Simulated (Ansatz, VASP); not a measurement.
# One calculation of Ti, two programs

```
CELL_PARAMETERS angstrom
2.95000 0.00000 0.00000
-1.47500 2.55477 0.00000
0.00000 0.00000 4.68000
ATOMIC_POSITIONS crystal
Ti 0.66667 0.33333 0.75000
Ti 0.33333 0.66667 0.25000
```

Alike in both runs: task single point; functional PBE; k mesh 5 × 5 × 3; occupations fermi-dirac, width 0.02 eV; no spin polarisation.

```csv
,VASP,Ansatz
version,VASP 6.6.1,Ansatz 0.2.0
potentials or method,"VASP PAW PBE potentials, release 64 (Ti_sv), cutoff 520 eV","all-electron LAPW, scalar-relativistic"
```

```csv
,VASP,Ansatz,Ansatz less VASP
gap on the k mesh at the Fermi level (eV),none,none,-
pressure (GPa),-2.1,-1.7,+0.36
"traceless stress, the component that is largest in VASP (GPa)",-0.99,-0.98,+0.014
```

A gap of «none» marks a metal or a gap that the smearing closes. Ansatz ran all-electron here, and VASP with PAW potentials.

The k mesh is coarse, so the values compare programs but aren't converged.
